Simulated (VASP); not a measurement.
Runs of VASP 6.6.1 on WS2. The structure is that of space group P-6m2 (No. 187), or close to it. The cells are those of the table. 

| cell | gap on the mesh (eV) | largest force (eV/Å) |
| --- | --- | --- |
| a = 3.311, b = 3.311, c = 15.595 Å, angles 90.0, 90.0, 120.0°, 3 atoms | 0.22 | 1.40 |
| a = 3.311, b = 3.311, c = 16.273 Å, angles 90.0, 90.0, 120.0°, 3 atoms | 0.70 | 0.04 |
| a = 3.184, b = 3.184, c = 15.595 Å, angles 90.0, 90.0, 120.0°, 3 atoms | (a) | 2.53 |
| a = 3.438, b = 3.438, c = 16.273 Å, angles 90.0, 90.0, 120.0°, 3 atoms | 0.27 | (b) |

Alike in all rows: task single point; level LDA; potentials or basis VASP PAW LDA potentials, release 64 (W_sv, S); no spin polarisation; k mesh 12 × 12 × 2; cutoff (eV) 520; smearing gaussian 0.05 eV.

**Question.** Fill in the values left out.

**Answer.** (a) 0.75; (b) 0.64.

Caveats: spin-orbit coupling is left out, which moves the levels of the heavy elements.

A k mesh can miss the band edges, and the runs leave out spin-orbit coupling on W.
